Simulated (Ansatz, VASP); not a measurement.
## Ti3Si4Ni: VASP beside Ansatz

```
Ti Si Ni
1.0
    -3.62535    0.00042   -0.00338
     0.00476    0.45784   -4.84829
    -0.00125   -6.70884    0.67110
Ti Si Ni
3 4 1
Direct
  0.00000 0.96938 0.46078
  0.50000 0.48854 0.56415
  0.00000 0.86308 0.96459
  0.00004 0.45817 0.25173
  0.99999 0.34307 0.79545
  0.49997 0.00401 0.72729
  0.50001 0.07872 0.22650
  0.50000 0.38902 0.00951
```

Change from the starting cell: cell x1, atoms moved at random (sigma 0.05 Å) and cell strained at random (1.5 %), then relaxed without symmetry.

Alike in both runs: functional PBE; k mesh 6 × 6 × 4; occupations gaussian, width 0.2 eV; no spin polarisation.

Ansatz relaxed the structure, and its values are those at the end. VASP's run is a single point on that final structure, the one shown.

```csv
,VASP,Ansatz
version,VASP 6.6.1,Ansatz 0.2.0
potentials or method,"VASP PAW PBE potentials, release 64 (Ti_sv, Si, Ni), cutoff 520 eV","scalar-relativistic, plane waves, PAW"
valence electrons in the cell,62,70
```

```tsv
	VASP	Ansatz	Ansatz less VASP
gap on the k mesh at the Fermi level (eV)	none	none	-
pressure (GPa)	0.0	0.0	+0.01
rms of the force components (eV/Å)	0.005	0.003	-0.0026
```

A gap of «none» marks a metal or a gap that the smearing closes. VASP's potentials hold 62 valence electrons a cell and Ansatz's 70, so a difference there can come from the potentials and not from the codes.
